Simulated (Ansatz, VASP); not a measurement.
This is a calculation of Mg3Co for Ansatz 0.2.0.

The input input.yaml:

```yaml
crystal:
  lattice:
    - [0.0, 3.254178, 3.254178]
    - [3.254178, 0.0, 3.254178]
    - [3.254178, 3.254178, 0.0]
  atoms:
    - { symbol: Co, position: [0.0, 0.0, 0.0], spin: 2.0 }
    - { symbol: Mg, position: [0.75, 0.75, 0.75] }
    - { symbol: Mg, position: [0.5, 0.5, 0.5] }
    - { symbol: Mg, position: [0.25, 0.25, 0.25] }
hamiltonian:
  xc: pbe
  pseudopotentials: { kind: paw }
magnetization:
  spin_polarized: true
kpoints:
  mp_grid: { grid: [7, 7, 7] }
scf:
  occupations: { method: fermi_dirac, width: 0.05 }
output:
  forces: true
  stress: true
  eigenvalues: true
```

Potentials or basis: Ansatz PAW.

Launch:

```bash
$ ansatz run input.yaml --threads 2 --pin off --max-ram 5120MiB --backend cpu --events-out ev --progress --plain --runs-dir out
```

Q: Set up the same calculation for VASP 6.6.1. Potentials there: VASP PAW PBE potentials, release 64 (Co, Mg).

A: As run (the cutoff follows the program's own potentials):

Contents of INCAR:

```
SYSTEM = Mg3Co
PREC     = Accurate       ! precision mode
ENCUT    = 520            ! plane-wave cutoff, eV
EDIFF    = 1E-6           ! SCF threshold, eV
ISMEAR   = -1             ! smearing method
SIGMA    = 0.05           ! smearing width, eV
LREAL    = .False.        ! projectors in reciprocal space
LASPH    = .True.         ! aspherical terms in the spheres
NELM     = 150            ! most SCF steps
ALGO     = Normal         ! electronic algorithm
ISIF     = 2              ! what is computed and relaxed
LWAVE    = .False.        ! write WAVECAR
LCHARG   = .False.        ! write CHGCAR
ISPIN    = 2              ! spin polarisation
MAGMOM   = 2 0 0 0        ! initial moments
LORBIT   = 11             ! projections on sites
LMAXMIX  = 4              ! l up to which the mixer works
GGA      = PE             ! functional
NBANDS   = 20             ! bands
```

File KPOINTS:

```
Automatic mesh
0
Gamma
  7 7 7
  0 0 0
```

Contents of POSCAR:

```
Mg3Co
1.0
    0.0000000000      3.2541780000      3.2541780000
    3.2541780000      0.0000000000      3.2541780000
    3.2541780000      3.2541780000      0.0000000000
Co Mg
1 3
Direct
    0.0000000000      0.0000000000      0.0000000000
    0.7500000000      0.7500000000      0.7500000000
    0.5000000000      0.5000000000      0.5000000000
    0.2500000000      0.2500000000      0.2500000000
```

Potentials or basis: VASP PAW PBE potentials, release 64 (Co, Mg).

Run with:

```console
$ cat potpaw_PBE.64/Co/POTCAR potpaw_PBE.64/Mg/POTCAR > POTCAR
$ mpirun -np 1 vasp_std > vasp.out
```

Both were run:

|  | VASP | Ansatz | Ansatz less VASP |
| --- | --- | --- | --- |
| gap on the k mesh at the Fermi level (eV) | none | none | - |
| pressure (GPa) | 0.3 | 0.3 | -0.01 |
| net moment per atom (μB) | 0.13 | 0.13 | +0.003 |
| size of the moment on the site where the two differ most (μB) | 0.56 | 0.58 | +0.020 |

Site moments also hang on the region over which each program counts them. A gap of «none» marks a metal or a gap that the smearing closes. VASP's potentials hold 15 valence electrons a cell and Ansatz's 47, so a difference there can come from the potentials and not from the codes.
